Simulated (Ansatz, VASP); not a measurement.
**SnPb2Se3 in VASP and in Ansatz**

```xyz
6
Lattice="4.3608 0.0000 0.0000 -2.1804 3.7766 0.0000 0.0000 0.0000 10.6884" Properties=species:S:1:pos:R:3 pbc="T T T"
Sn    0.0000    0.0000    0.0000
Pb    0.0000    2.5177    7.1551
Pb    2.1804    1.2589    3.5333
Se    2.1804    1.2589    8.9775
Se    0.0000    0.0000    5.3442
Se    0.0000    2.5177    1.7108
```

Alike in both runs: task single point; functional PBE; k mesh 6 × 6 × 2; occupations gaussian, width 0.1 eV; no spin polarisation.

```csv
,VASP,Ansatz
version,VASP 6.6.1,Ansatz 0.2.0
potentials or method,"VASP PAW PBE potentials, release 64 (Sn_d, Pb_d, Se), cutoff 520 eV","scalar-relativistic, plane waves, PAW"
valence electrons in the cell,60,90
```

|  | VASP | Ansatz | Ansatz less VASP |
| --- | --- | --- | --- |
| gap on the k mesh at the Fermi level (eV) | 0.12 | 0.12 | -0.003 |
| least direct gap on the mesh (eV) | 0.12 | 0.12 | -0.003 |
| pressure (GPa) | -0.1 | 0.0 | +0.01 |

The functional is the same, so the differences come from potentials, cutoffs and numerics. VASP's potentials hold 60 valence electrons a cell and Ansatz's 90, so a difference there can come from the potentials and not from the codes.

Neither program's run includes spin-orbit coupling.
